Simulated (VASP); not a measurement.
# Y4LuGe (P4/mmm) in VASP: single point with PBE

Aim: the single point of Y4LuGe with PBE.

All numbers are computed with VASP 6.6.1; they aren't measurements. Logs are shortened: lines on timing, memory, paths and dates and some standing lists are left out, and cuts for length are marked.

## 1. The cell of the first run

It takes space group P4/mmm (No. 123, tetragonal). Conventional cell: a = 4.752 Å, b = 4.752 Å, c = 8.908 Å, α = 90.00°, β = 90.00°, γ = 90.00°. Y (site symmetry 2mm) has 2 Ge at 2.98 Å and 5 Y at 3.36 to 3.60 Å and 2 Lu at 3.56 Å within 3.9 Å. Lu (site symmetry 4/mmm) has 8 Y at 3.56 Å and 4 Lu at 4.75 Å within 4.8 Å. Ge (site symmetry 4/mmm) has 8 Y at 2.98 Å within 3.9 Å.

The cell was generated, and may not be a known phase.

## 2. Single point, PBE

INCAR reads:

```
PREC = Accurate
ENCUT = 620
EDIFF = 1E-6
ISMEAR = 0
SIGMA = 0.1
LREAL = F
LASPH = T
NELM = 300
ALGO = All
ISIF = 2
LWAVE = F
LCHARG = F
GGA = PE
NBANDS = 50
GGA_COMPAT = F
ISEARCH = 1
KPAR = 4
```

KPOINTS reads:

```
Automatic mesh
0
Gamma
  8 8 4
```

POSCAR reads:

```
Y4LuGe
1.0
    4.7517329977      0.0000000000      0.0000000000
    0.0000000000      4.7517329977      0.0000000000
    0.0000000000      0.0000000000      8.9079817194
Y Lu Ge
4 1 1
Direct
    0.5000000000      0.0000000000      0.7020153278
    0.0000000000      0.5000000000      0.2979846722
    0.5000000000      0.0000000000      0.2979846722
    0.0000000000      0.5000000000      0.7020153278
    0.0000000000      0.0000000000      0.0000000000
    0.5000000000      0.5000000000      0.5000000000
```

Potentials or basis: VASP PAW PBE potentials, release 64 (Y_sv, Lu, Ge_d).

On the command line:

```console
> cat potpaw_PBE.64/Y_sv/POTCAR potpaw_PBE.64/Lu/POTCAR potpaw_PBE.64/Ge_d/POTCAR > POTCAR
> mpirun -np 4 vasp_std > vasp.out
```

OUTCAR:

```text
PREC = Accurate
   ENCUT = 620
   EDIFF = 1E-6
   ISMEAR = 0
   LREAL = F
   LASPH = T
   NELM = 300
   ISIF = 2
   GGA = PE

 ion  position               nearest neighbor table
   1  0.500  0.000  0.702-   6 2.98   6 2.98   4 3.36   4 3.36   4 3.36   4 3.36   5 3.56   5 3.56
                             3 3.60
   2  0.000  0.500  0.298-   6 2.98   6 2.98   3 3.36   3 3.36   3 3.36   3 3.36   5 3.56   5 3.56
                             4 3.60
   3  0.500  0.000  0.298-   6 2.98   6 2.98   2 3.36   2 3.36   2 3.36   2 3.36   5 3.56   5 3.56
                             1 3.60
   4  0.000  0.500  0.702-   6 2.98   6 2.98   1 3.36   1 3.36   1 3.36   1 3.36   5 3.56   5 3.56
                             2 3.60
   5  0.000  0.000  0.000-   1 3.56   2 3.56   3 3.56   4 3.56   2 3.56   4 3.56   1 3.56   3 3.56

   6  0.500  0.500  0.500-   1 2.98   2 2.98   3 2.98   4 2.98   1 2.98   3 2.98   2 2.98   4 2.98

  LATTYP: Found a simple tetragonal cell.
 ALAT       =     4.7517329977
 C/A-ratio  =     1.8746806110

  Lattice vectors:

 A1 = (   4.7517329977,   0.0000000000,   0.0000000000)
 A2 = (   0.0000000000,   4.7517329977,   0.0000000000)
 A3 = (   0.0000000000,   0.0000000000,   8.9079817194)

Analysis of symmetry for initial positions (statically):
=====================================================================
 Subroutine PRICEL returns:
 Original cell was already a primitive cell.

 Routine SETGRP: Setting up the symmetry group for a
 simple tetragonal supercell.

 Subroutine GETGRP returns: Found 16 space group operations
 (whereof 16 operations were pure point group operations)
 out of a pool of 16 trial point group operations.

The static configuration has the point symmetry D_4h.

Analysis of symmetry for dynamics (positions and initial velocities):
=====================================================================
 Subroutine PRICEL returns:
 Original cell was already a primitive cell.

 Routine SETGRP: Setting up the symmetry group for a
 simple tetragonal supercell.

 Subroutine GETGRP returns: Found 16 space group operations
 (whereof 16 operations were pure point group operations)
 out of a pool of 16 trial point group operations.

The dynamic configuration has the point symmetry D_4h.

 Subroutine INISYM returns: Found 16 space group operations
 (whereof 16 operations are pure point group operations),
 and found     1 'primitive' translations

----------------------------------------------------------------------------------------
[... 105 lines left out ...]
   IBRION =     -1    ionic relax: 0-MD 1-quasi-New 2-CG
   NFREE  =      0    steps in history (QN), initial steepest desc. (CG)
   ISIF   =      2    stress and relaxation
   ISYM   =      2    0-nonsym 1-usesym 2-fastsym
   POTIM  = 0.5000    time-step for ionic-motion
   TEBEG  =    0.0;   TEEND  =   0.0 temperature during run
   PSTRESS=    0.0 pullay stress
   NELECT =      83.0000    total number of electrons
   NUPDOWN=      -1.0000    fix difference up-down
   EMIN   =  10.00;   EMAX   =-10.00  energy-range for DOS
   EFERMI =   0.00;   METHOD = LEGACY
   ISMEAR =     0;   SIGMA  =   0.10  broadening in eV -4-tet -1-fermi 0-gaus
   EFERMI_NEDOS =   21; number of points for ismear=-14 and -15
   IALGO  =     58    algorithm
   IMIX   =      4    mixing-type and parameters
     AMIX     =   0.40;   BMIX     =  1.00
     AMIX_MAG =   1.60;   BMIX_MAG =  1.00
  volume/ion in A,a.u.               =      33.52       226.22
  Fermi-wavevector in a.u.,A,eV,Ry     =   1.218820  2.303237 20.211772  1.485523
  Thomas-Fermi vector in A             =   2.354094
   LORBIT       =      0    0 simple, 1 ext, 2 COOP (PROOUT), +10 PAW based schemes
   GGA     = PE    functional components
   LHFCALC =     F    Hartree Fock is set to
   AEXX    =    0.0000 exact exchange contribution
   IVDW    =     0    specifies the selected vdW correction
   LEPSILON=     F    determine dielectric tensor
   LRPA    =     F    only Hartree local field effects (RPA)
 non-spin polarized calculation
 Gauss-broadening in eV      SIGMA  =   0.10
  energy-cutoff  :      620.00
  volume of cell :      201.13
 maximum number of plane-waves:      7113
 NGX is ok and might be reduce to    40
   NGX = 19   NGY = 19   NGZ = 37

 number of electron      82.9999985 magnetization

 Free energy of the ion-electron system (eV)
  ---------------------------------------------------
  ext. energy  EPLUGINS =         0.00000000
  ---------------------------------------------------
  free energy    TOTEN  =       -33.92586350 eV

  energy without entropy =      -33.86414066  energy(sigma->0) =      -33.89500208

 E-fermi :   2.5884     XC(G=0):  -9.2138

 val. band max:        2.5871312702   @ k =   0.3750   0.2500   0.2500
 cond. band min:       2.5887765605   @ k =   0.5000   0.2500   0.5000
 fundamental gap:      0.0016452903
 Fermi energy:         2.5884169761

 k-point     1 :       0.0000    0.0000    0.0000
  band No.  band energies     occupation
      1     -54.4180      2.00000
      2     -40.3288      2.00000
      3     -40.3179      2.00000
      4     -40.2342      2.00000
      5     -40.2242      2.00000
      6     -25.0774      2.00000
[... 1261 lines left out ...]
     49       4.2680      0.00000
     50       4.3548      0.00000

 [... further k-points ...]

------------------------ aborting loop because EDIFF is reached ----------------------------------------

  FORCE on cell =-STRESS in cart. coord.  units (eV):
  Direction    XX          YY          ZZ          XY          YZ          ZX
  --------------------------------------------------------------------------------------
  -------------------------------------------------------------------------------------
  Total       -0.0533709     -0.0533709     -0.0610171      0.0000000     -0.0000000      0.0000000
  in kB       -0.4251398     -0.4251398     -0.4860477      0.0000000     -0.0000000      0.0000000
  external PRESSURE =      -0.4454425 kB  Pullay stress =       0.0000000 kB

 VOLUME and BASIS-vectors are now :
 -----------------------------------------------------------------------------
  energy-cutoff  :      620.00
  volume of cell :      201.13
      direct lattice vectors                 reciprocal lattice vectors
     4.751732998  0.000000000  0.000000000     0.210449535  0.000000000  0.000000000
     0.000000000  4.751732998  0.000000000     0.000000000  0.210449535  0.000000000
     0.000000000  0.000000000  8.907981719     0.000000000  0.000000000  0.112258874

 POSITION                                       TOTAL-FORCE (eV/Angst)
 -----------------------------------------------------------------------------------
      2.37587      0.00000      6.25354        -0.000000      0.000000     -0.009050
      0.00000      2.37587      2.65444         0.000000     -0.000000      0.009050
      2.37587      0.00000      2.65444        -0.000000     -0.000000      0.009050
      0.00000      2.37587      6.25354        -0.000000     -0.000000     -0.009050
      0.00000      0.00000      0.00000         0.000000      0.000000     -0.000000
      2.37587      2.37587      4.45399         0.000000      0.000000     -0.000000
 -----------------------------------------------------------------------------------
    total drift:                               -0.000000      0.000000     -0.000000

  FREE ENERGIE OF THE ION-ELECTRON SYSTEM (eV)
  ---------------------------------------------------
  free  energy   TOTEN  =       -33.9258635013 eV

  energy  without entropy=      -33.8641369294  energy(sigma->0) =      -33.89500022
```

OSZICAR:

```text
N       E                     dE             d eps       ncg     rms           ort
DAV:   1     0.902577989094E+03    0.90258E+03   -0.40216E+04  2250   0.430E+03
DAV:   2     0.112380385348E+03   -0.79020E+03   -0.76210E+03  2250   0.930E+02
DAV:   3    -0.168504502491E+02   -0.12923E+03   -0.12539E+03  2250   0.212E+02
DAV:   4    -0.351110157477E+02   -0.18261E+02   -0.17686E+02  2250   0.644E+01
DAV:   5    -0.363604155999E+02   -0.12494E+01   -0.12284E+01  2250   0.143E+01
SDA:   6    -0.272534072872E+02    0.91070E+01   -0.12284E+01  2250   0.502E+02   0.000E+00
CGA:   7    -0.323779328567E+02   -0.51245E+01   -0.46691E+01  2250   0.473E+01   0.148E+01
CGA:   8    -0.334946836315E+02   -0.11168E+01   -0.11242E+01  2250   0.127E+01  -0.128E+00
CGA:   9    -0.337035405157E+02   -0.20886E+00   -0.20851E+00  2250   0.717E+00  -0.426E-02
CGA:  10    -0.338280289775E+02   -0.12449E+00   -0.12444E+00  2250   0.210E+00  -0.117E-02
CGA:  11    -0.338790733000E+02   -0.51044E-01   -0.51061E-01  2250   0.906E-01  -0.325E-03
CGA:  12    -0.338990041818E+02   -0.19931E-01   -0.19940E-01  2250   0.610E-01  -0.255E-03
[... 26 lines left out ...]
CGA:  39    -0.339258626699E+02   -0.10398E-05   -0.10458E-05  2250   0.326E-05  -0.121E-06
CGA:  40    -0.339258635013E+02   -0.83137E-06   -0.83171E-06  2250   0.198E-05   0.967E-08
   1 F= -.33925864E+02 E0= -.33895000E+02  d E =-.617266E-01
```

stdout:

```text
POSCAR found type information on POSCAR Y LuGe
 POSCAR found :  3 types and       6 ions
 scaLAPACK will be used
 LDA part: xc-table for (Slater+PW92), standard interpolation
 POSCAR, INCAR and KPOINTS ok, starting setup
[... 68 lines left out ...]
 gam= 0.648 trial= 0.615  step=  0.7111 mean=  0.6147
 gam= 0.798 g(H,U,f)=  0.203E-05 0.482E-06 0.244E-06 ort(H,U,f) = 0.540E-06-0.231E-06-0.144E-06
 gam= 0.798 trial= 0.624  step=  0.7236 mean=  0.6243
 gam= 1.183 g(H,U,f)=  0.182E-05 0.101E-05 0.434E-06 ort(H,U,f) = 0.467E-06-0.415E-06-0.173E-06
 gam= 1.183 trial= 0.634  step=  0.5333 mean=  0.6342
 gam= 0.607 g(H,U,f)=  0.157E-05 0.257E-06 0.152E-06 ort(H,U,f) = 0.389E-06-0.243E-06-0.137E-06
 gam= 0.607 trial= 0.624  step=  0.8954 mean=  0.6242
 final diagonalization occupied
```

Wall time 3.3 min (4 MPI ranks of AMD EPYC 9R45 (Zen 5), shared host); peak memory 1.2 GiB.

Results:

| Property | Result |
| --- | --- |
| Free energy | -33.9259 eV |
| Pressure | 0.0 GPa |
| Largest force | 0.009 eV/Å |
| Band gap on the k mesh | zero (an odd number of electrons rules out a gap without spin polarisation) |

Forces on the atoms (eV/Å):
```
Y    0.000  0.000 -0.009
Y    0.000  0.000  0.009
Y    0.000  0.000  0.009
Y    0.000  0.000 -0.009
Lu   0.000  0.000  0.000
Ge   0.000  0.000  0.000
```

Caveat: spin-orbit coupling is left out, which moves the levels of the heavy elements.
